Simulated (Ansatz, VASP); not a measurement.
One calculation of V, two programs

```
V
1.0
     2.63857    0.00000    0.00000
    -1.31928    2.28506    0.00000
     0.00000    0.00000    4.78549
V
2
Cartesian
  0.0000 1.5234 1.1964
  1.3193 0.7617 3.5891
```

Alike in both runs: task single point; functional PBEsol; k mesh 12 × 12 × 6; occupations fermi-dirac, width 0.05 eV; collinear spin.

|  | VASP | Ansatz |
| --- | --- | --- |
| version | VASP 6.6.1 | Ansatz 0.2.0 |
| potentials or method | VASP PAW PBE potentials, release 64 (V_sv) | Ansatz PAW |
| plane-wave cutoff (eV) | 520 | 420 |
| valence electrons in the cell | 26 | 26 |

Ansatz gave:

| Property | Result |
| --- | --- |
| gap on the k mesh at the Fermi level (eV) | none |
| pressure (GPa) | -13.0 |
| net moment per atom (μB) | 0.00 |

Task: Estimate VASP's values.

Result: gap on the k mesh at the Fermi level (eV): none; pressure (GPa): -12.8; net moment per atom (μB): 0.00.

VASP's potentials were made for PBE, not for PBEsol. A gap of «none» marks a metal or a gap that the smearing closes.
